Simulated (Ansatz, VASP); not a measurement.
Cu in VASP and in Ansatz

Contents of INCAR:

```
PREC     = Accurate       # precision mode
ENCUT    = 600            # plane-wave cutoff, eV
EDIFF    = 1E-6           # SCF threshold, eV
ISMEAR   = 0              # smearing method
SIGMA    = 0.1            # smearing width, eV
LREAL    = False          # projectors in reciprocal space
LASPH    = True           # aspherical terms in the spheres
NELM     = 100            # most SCF steps
ALGO     = Normal         # electronic algorithm
ISIF     = 3              # what is computed and relaxed
LWAVE    = False          # write WAVECAR
LCHARG   = False          # write CHGCAR
GGA      = PE             # functional
IBRION   = 2              # ionic algorithm
NSW      = 100            # ionic steps
EDIFFG   = -0.01          # ionic threshold
```

Contents of KPOINTS:

```
regular mesh
0
Gamma
  21 21 18
```

The input POSCAR:

```
Cu
1.0
    2.4850483460      0.0000000000      0.0000000000
   -1.2425241730      2.1521149973      0.0000000000
    0.0000000000      0.0000000000      2.4320177243
Cu
1
Direct
    0.0000000000      0.0000000000      0.0000000000
```

Input for Ansatz:

```yaml
crystal:
  lattice:
    - [2.485048346, 0.0, 0.0]
    - [-1.242524173, 2.1521149973, 0.0]
    - [0.0, 0.0, 2.4320177243]
  atoms:
    - { symbol: Cu, position: [0.0, 0.0, 0.0] }
basis:
  ecutwfc: 420
kpoints:
  mp_grid: { grid: [21, 21, 18] }
hamiltonian:
  xc: pbe
scf:
  occupations: { method: gaussian, width: 0.1 }
output:
  forces: true
  stress: true
  eigenvalues: true
relax:
  adjacent_minimum: "off"
  f_tol: 0.01
  max_steps: 80
  cell: { stress_tol: 0.05 }
```

Alike in both runs: task relaxation of cell and atoms; functional PBE; k mesh 21 × 21 × 18; occupations gaussian, width 0.1 eV; no spin polarisation.

```csv
,VASP,Ansatz
version,VASP 6.6.1,Ansatz 0.2.0
potentials or method,"VASP PAW PBE potentials, release 64 (Cu), cutoff 600 eV","scalar-relativistic, plane waves, PAW"
valence electrons in the cell,11,19
```

Ansatz gave:

| Item | Value |
| --- | --- |
| gap on the k mesh at the Fermi level, each at its own relaxed structure (eV) | none |
| relaxed volume (Å³/atom) | 13.01 |
| relaxed cell length with the largest relative difference (Å) | 2.489 |

Q: What did VASP give for the same quantities?

A: gap on the k mesh at the Fermi level, each at its own relaxed structure (eV): none; relaxed volume (Å³/atom): 13.07; relaxed cell length with the largest relative difference (Å): 2.493.

A gap of «none» marks a metal or a gap that the smearing closes. VASP's potentials hold 11 valence electrons a cell and Ansatz's 19, so a difference there can come from the potentials and not from the codes.
